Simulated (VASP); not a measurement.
LiTbH4: relaxation of cell and atoms with PBE

The system is LiTbH4.

```
Li Tb H
1.0
     0.00000    3.30999    3.30999
     3.30999    0.00000    3.30999
     3.30999    3.30999    0.00000
Li Tb H
1 1 4
Direct
  0.00000 0.00000 0.00000
  0.50000 0.50000 0.50000
  0.85959 0.85959 0.85959
  0.85959 0.85959 0.42122
  0.85959 0.42122 0.85959
  0.42122 0.85959 0.85959
```

The cell was built from a structure type or drawn by symmetry, and may not be a known phase.

```yaml
Program: VASP 6.6.1
Task: relaxation of cell and atoms
Functional: PBE
Potentials_or_basis: VASP PAW PBE potentials, release 64 (Li_sv, Tb_3, H), 4f in core
Cutoff: 750 eV
k_mesh: 4 × 4 × 4
Occupations: gaussian, width 0.1 eV
Spin: no spin polarisation
Dipole_correction: no
Mended: yes
Further_INCAR_settings: ALGO = Normal; EDIFF = 1e-07; IBRION = 2; EDIFFG = -0.04; NSW = 90; ISIF = 3
```

```
Relaxed volume                        : 9.43 Å³/atom
Relaxed cell                          : a = 4.310 Å, b = 4.310 Å, c = 4.310 Å, α = 60.00°, β = 60.00°, γ = 60.00°
Space group after relaxing (to 0.1 Å) : F-43m (No. 216)
Energy gained by relaxing             : 94.4 meV/atom
Ionic steps                           : 7
Pressure after relaxing               : 0.2 GPa
Largest force after relaxing          : 0.006 eV/Å
Band gap on the k mesh                : 1.21 eV
```

Forces on the atoms (eV/Å):
```
Li   0.000  0.000  0.000
Tb   0.000  0.000  0.000
H   -0.003 -0.003 -0.003
H    0.003  0.003 -0.003
H    0.003 -0.003  0.003
H   -0.003  0.003  0.003
```

Step by step:
| step | energy change (eV) | largest force (eV/Å) | pressure (GPa) | volume (Å³) |
| --- | --- | --- | --- | --- |
| 1 | 0.0000 | 0.2736 | -8.75 | 72.53 |
| 2 | -0.3319 | 0.3145 | -6.12 | 65.81 |
| 3 | -0.5258 | 0.3590 | -1.21 | 58.66 |
| 4 | -0.5353 | 0.3714 | 0.88 | 56.53 |
| 5 | -0.5357 | 0.3697 | 0.56 | 56.83 |
| 6 | -0.5607 | 0.1567 | 0.36 | 56.70 |
| 7 | -0.5662 | 0.0057 | 0.24 | 56.61 |

Final structure:
```cif
data_structure
_symmetry_space_group_name_H-M 'P 1'
_symmetry_Int_Tables_number 1
_cell_length_a 4.3099
_cell_length_b 4.3099
_cell_length_c 4.3099
_cell_angle_alpha 60.000
_cell_angle_beta 60.000
_cell_angle_gamma 60.000
_cell_volume 56.61
loop_
_atom_site_label
_atom_site_type_symbol
_atom_site_fract_x
_atom_site_fract_y
_atom_site_fract_z
_atom_site_occupancy
Li1 Li 0.00000 0.00000 0.00000 1
Tb1 Tb 0.50000 0.50000 0.50000 1
H1 H 0.85275 0.85275 0.85275 1
H2 H 0.85275 0.85275 0.44174 1
H3 H 0.85275 0.44174 0.85275 1
H4 H 0.44174 0.85275 0.85275 1
```

Levels at points of the mesh, in eV from the valence-band top:
```csv
k point,band 4,band 5,band 6,band 7,band 8,band 9,band 10,band 11,band 12
"(0.00, 0.00, 0.00)",-21.56,-6.82,-0.17,-0.17,-0.17,3.54,3.54,4.09,4.09
"(0.50, 0.00, 0.00)",-21.58,-5.53,-2.12,-0.80,-0.80,4.58,4.66,4.66,5.19
"(0.50, 0.50, 0.00)",-21.61,-4.98,-2.82,0.00,0.00,1.21,4.60,4.96,5.21
```

It took 53 s on 1 thread of Intel(R) Xeon(R) 6975P-C (Granite Rapids), with other jobs on the host, peak memory 0.29 GiB.

Caveat: the volume moved by over 15 % at a fixed basis, so the end points are rough; spin-orbit coupling is left out, which moves the levels of the heavy elements; the 4f electrons are frozen in the core, so they carry no moment and show no levels. A k mesh can miss the band edges.
